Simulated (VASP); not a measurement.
# Cs2In6W (Fm-3m) in VASP: notebook

Runs on Cs2In6W. Level: r2SCAN. Tasks: single point.

Program: VASP 6.6.1. These are calculated values, not measurements. Logs are shortened: lines on timing, memory, paths and dates and some standing lists are left out, and cuts for length are marked.

## 1. The cell of the first run

Symmetry: Fm-3m, No. 225, cubic system. Conventional cell: a = 10.095 Å, b = 10.095 Å, c = 10.095 Å, α = 90.00°, β = 90.00°, γ = 90.00°. Within 3.1 Å of W (site symmetry m-3m) lie 6 In at 2.33 Å. Within 4.7 Å of Cs (site symmetry -43m) lie 12 In at 3.57 Å and 4 W at 4.37 Å. Within 3.1 Å of In (site symmetry 4mm) lie 1 W at 2.33 Å.

## 2. Single point, r2SCAN

The input, POSCAR:

```
Cs2In6W
1.0
    0.0000000000      5.0475096000      5.0475096000
    5.0475096000      0.0000000000      5.0475096000
    5.0475096000      5.0475096000      0.0000000000
W Cs In
1 2 6
Direct
    0.0000000000      0.0000000000      0.0000000000
    0.2500000000      0.2500000000      0.2500000000
    0.7500000000      0.7500000000      0.7500000000
    0.2312000000      0.7688000000      0.7688000000
    0.7688000000      0.2312000000      0.7688000000
    0.7688000000      0.2312000000      0.2312000000
    0.2312000000      0.7688000000      0.2312000000
    0.7688000000      0.7688000000      0.2312000000
    0.2312000000      0.2312000000      0.7688000000
```

The input, INCAR.step1:

```
  ALGO = Normal
  EDIFF = 1E-4
  ENCUT = 520
  GGA = PE
  ISMEAR = -1
  LASPH = True
  LCHARG = False
  LREAL = False
  LWAVE = True
  NBANDS = 65
  NELM = 100
  PREC = Accurate
  SIGMA = 0.1
```

The input, INCAR.step2:

```
  ALGO = Normal
  EDIFF = 1E-7
  ENCUT = 520
  ISIF = 2
  ISMEAR = -1
  ISTART = 1
  LASPH = True
  LCHARG = False
  LMIXTAU = True
  LREAL = False
  LWAVE = False
  METAGGA = R2SCAN
  NBANDS = 65
  NELM = 100
  PREC = Accurate
  SIGMA = 0.1
```

The input, KPOINTS:

```
k-points
0
Gamma
  3 3 3
```

Potentials or basis: VASP PAW PBE potentials, release 64 (W_sv, Cs_sv, In_d).

Started as:

```
cat potpaw_PBE.64/W_sv/POTCAR potpaw_PBE.64/Cs_sv/POTCAR potpaw_PBE.64/In_d/POTCAR > POTCAR
cp INCAR.step1 INCAR
mpirun -np 1 vasp_std > vasp.out
cp INCAR.step2 INCAR
mpirun -np 1 vasp_std > vasp.out
```

OUTCAR:

```text
EDIFF = 1E-7
   ENCUT = 520
   ISIF = 2
   ISMEAR = -1
   ISTART = 1
   LASPH = True
   LREAL = False
   METAGGA = R2SCAN
   NELM = 100
   PREC = Accurate

 ion  position               nearest neighbor table
   1  0.000  0.000  0.000-   4 2.33   5 2.33   6 2.33   7 2.33   8 2.33   9 2.33
   2  0.250  0.250  0.250-   5 3.57   6 3.57   8 3.57   4 3.57   7 3.57   8 3.57   4 3.57   5 3.57
                             9 3.57   6 3.57   7 3.57   9 3.57
   3  0.750  0.750  0.750-   4 3.57   5 3.57   8 3.57   6 3.57   7 3.57   8 3.57   5 3.57   6 3.57
                             9 3.57   4 3.57   7 3.57   9 3.57
   4  0.231  0.769  0.769-   1 2.33   5 3.30   7 3.30   8 3.30   9 3.30   3 3.57   3 3.57   2 3.57
                             2 3.57   8 3.84   7 3.84   5 3.84   9 3.84
   5  0.769  0.231  0.769-   1 2.33   4 3.30   6 3.30   8 3.30   9 3.30   3 3.57   3 3.57   2 3.57
                             2 3.57   6 3.84   4 3.84   8 3.84   9 3.84
   6  0.769  0.231  0.231-   1 2.33   5 3.30   7 3.30   8 3.30   9 3.30   3 3.57   2 3.57   3 3.57
                             2 3.57   5 3.84   7 3.84   9 3.84   8 3.84
   7  0.231  0.769  0.231-   1 2.33   4 3.30   6 3.30   8 3.30   9 3.30   3 3.57   2 3.57   3 3.57
                             2 3.57   8 3.84   4 3.84   9 3.84   6 3.84
   8  0.769  0.769  0.231-   1 2.33   4 3.30   5 3.30   6 3.30   7 3.30   3 3.57   3 3.57   2 3.57
                             2 3.57   6 3.84   4 3.84   5 3.84   7 3.84
   9  0.231  0.231  0.769-   1 2.33   4 3.30   5 3.30   6 3.30   7 3.30   3 3.57   2 3.57   3 3.57
                             2 3.57   7 3.84   6 3.84   5 3.84   4 3.84

  LATTYP: Found a face centered cubic cell.
 ALAT       =    10.0950192000

  Lattice vectors:

 A1 = (   0.0000000000,   5.0475096000,   5.0475096000)
 A2 = (   5.0475096000,   0.0000000000,   5.0475096000)
 A3 = (   5.0475096000,   5.0475096000,   0.0000000000)

Analysis of symmetry for initial positions (statically):
=====================================================================
 Subroutine PRICEL returns:
 Original cell was already a primitive cell.

 Routine SETGRP: Setting up the symmetry group for a
 face centered cubic supercell.

 Subroutine GETGRP returns: Found 48 space group operations
 (whereof 48 operations were pure point group operations)
 out of a pool of 48 trial point group operations.

The static configuration has the point symmetry O_h .

Analysis of symmetry for dynamics (positions and initial velocities):
=====================================================================
 Subroutine PRICEL returns:
 Original cell was already a primitive cell.

 Routine SETGRP: Setting up the symmetry group for a
 face centered cubic supercell.

[... 108 lines left out ...]
   NELECT =     110.0000    total number of electrons
   NUPDOWN=      -1.0000    fix difference up-down
   EMIN   =  10.00;   EMAX   =-10.00  energy-range for DOS
   EFERMI =   0.00;   METHOD = LEGACY
   ISMEAR =    -1;   SIGMA  =   0.10  broadening in eV -4-tet -1-fermi 0-gaus
   EFERMI_NEDOS =   21; number of points for ismear=-14 and -15
   IALGO  =     38    algorithm
   IMIX   =      4    mixing-type and parameters
     AMIX     =   0.40;   BMIX     =  1.00
     AMIX_MAG =   1.60;   BMIX_MAG =  1.00
  volume/ion in A,a.u.               =      28.58       192.85
  Fermi-wavevector in a.u.,A,eV,Ry     =   1.233442  2.330867 20.699605  1.521378
  Thomas-Fermi vector in A             =   2.368172
   LORBIT       =      0    0 simple, 1 ext, 2 COOP (PROOUT), +10 PAW based schemes
   METAGGA = R2SCAN    functional components
   LHFCALC =     F    Hartree Fock is set to
   AEXX    =    0.0000 exact exchange contribution
   IVDW    =     0    specifies the selected vdW correction
   LEPSILON=     F    determine dielectric tensor
   LRPA    =     F    only Hartree local field effects (RPA)
 non-spin polarized calculation
  energy-cutoff  :      520.00
  volume of cell :      257.19
 maximum number of plane-waves:      6951
 NGX is ok and might be reduce to    54
   NGX = 27   NGY = 27   NGZ = 27

 number of electron     109.9999998 magnetization

 Free energy of the ion-electron system (eV)
  ---------------------------------------------------
  ext. energy  EPLUGINS =         0.00000000
  ---------------------------------------------------
  free energy    TOTEN  =      -228.20176088 eV

  energy without entropy =     -228.05957823  energy(sigma->0) =     -228.13066955

 E-fermi :   6.3195     XC(G=0): -10.4863

 val. band max:        6.2838556148   @ k =  -0.3333   0.3333   0.0000
 cond. band min:       6.3342726778   @ k =   0.3333   0.3333   0.0000
 fundamental gap:      0.0504170630
 Fermi energy:         6.3194562405

 k-point     1 :       0.0000    0.0000    0.0000
  band No.  band energies     occupation
      1     -68.8377      2.00000
      2     -32.8989      2.00000
      3     -32.8989      2.00000
      4     -32.8989      2.00000
      5     -16.9520      2.00000
      6     -16.9219      2.00000
[... 261 lines left out ...]
     64       9.5558      0.00000
     65       9.6447      0.00000

------------------------ aborting loop because EDIFF is reached ----------------------------------------

  FORCE on cell =-STRESS in cart. coord.  units (eV):
  Direction    XX          YY          ZZ          XY          YZ          ZX
  --------------------------------------------------------------------------------------
  -------------------------------------------------------------------------------------
  Total       32.7363608     32.7363608     32.7363608      0.0000000     -0.0000000     -0.0000000
  in kB      203.9292509    203.9292509    203.9292509      0.0000000     -0.0000000     -0.0000000
  external PRESSURE =     203.9292509 kB  Pullay stress =       0.0000000 kB

 VOLUME and BASIS-vectors are now :
 -----------------------------------------------------------------------------
  energy-cutoff  :      520.00
  volume of cell :      257.19
      direct lattice vectors                 reciprocal lattice vectors
     0.000000000  5.047509600  5.047509600    -0.099058752  0.099058752  0.099058752
     5.047509600  0.000000000  5.047509600     0.099058752 -0.099058752  0.099058752
     5.047509600  5.047509600  0.000000000     0.099058752  0.099058752 -0.099058752

 POSITION                                       TOTAL-FORCE (eV/Angst)
 -----------------------------------------------------------------------------------
      0.00000      0.00000      0.00000        -0.000000      0.000000     -0.000000
      2.52375      2.52375      2.52375        -0.000000     -0.000000     -0.000000
      7.57126      7.57126      7.57126        -0.000000      0.000000     -0.000000
      7.76105      5.04751      5.04751        -6.660440      0.000000      0.000000
      5.04751      7.76105      5.04751        -0.000000     -6.660440      0.000000
      2.33397      5.04751      5.04751         6.660440      0.000000      0.000000
      5.04751      2.33397      5.04751        -0.000000      6.660440      0.000000
      5.04751      5.04751      7.76105        -0.000000      0.000000     -6.660440
      5.04751      5.04751      2.33397        -0.000000      0.000000      6.660440
 -----------------------------------------------------------------------------------
    total drift:                                0.000000      0.000000      0.000000

  FREE ENERGIE OF THE ION-ELECTRON SYSTEM (eV)
  ---------------------------------------------------
  free  energy   TOTEN  =      -228.2017608767 eV

  energy  without entropy=     -228.0595782322  energy(sigma->0) =     -228.13066955
```

OUTCAR.step1:

```text
EDIFF = 1E-4
   ENCUT = 520
   GGA = PE
   ISMEAR = -1
   LASPH = True
   LREAL = False
[... 504 lines left out ...]
      5.04751      2.33397      5.04751        -0.000000      6.789825     -0.000000
      5.04751      5.04751      7.76105        -0.000000      0.000000     -6.789825
      5.04751      5.04751      2.33397        -0.000000      0.000000      6.789825
 -----------------------------------------------------------------------------------
    total drift:                                0.000000      0.000000      0.000000

  FREE ENERGIE OF THE ION-ELECTRON SYSTEM (eV)
  ---------------------------------------------------
  free  energy   TOTEN  =       -20.5803184506 eV

  energy  without entropy=      -20.4225527096  energy(sigma->0) =      -20.50143558
```

Wall time 8.2 min (1 thread of AMD EPYC 7R43 (Zen 3), shared host); peak memory 0.4 GiB.

What came out:

| Quantity | Value |
| --- | --- |
| Free energy | -228.2018 eV |
| Pressure | 20.4 GPa |
| Largest force | 6.660 eV/Å |
| Band gap on the k mesh | 0.05 eV, indirect (least direct gap 0.21 eV) |

Forces on the atoms (eV/Å):
```
W    0.000  0.000  0.000
Cs   0.000  0.000  0.000
Cs   0.000  0.000  0.000
In  -6.660  0.000  0.000
In   0.000 -6.660  0.000
In   6.660  0.000  0.000
In   0.000  6.660  0.000
In   0.000  0.000 -6.660
In   0.000  0.000  6.660
```

Levels at points of the mesh, in eV from the valence-band top:
| k point | band 53 | band 54 | band 55 | band 56 | band 57 | band 58 |
| --- | --- | --- | --- | --- | --- | --- |
| (0.00, 0.00, 0.00) | -0.71 | -0.71 | -0.71 | 0.25 | 0.25 | 1.91 |

Caveat: the PAW data sets were made with another functional, which shifts forces and pressure a little; spin-orbit coupling is left out, which moves the levels of the heavy elements.

(Part 1 of 2 ends here.)
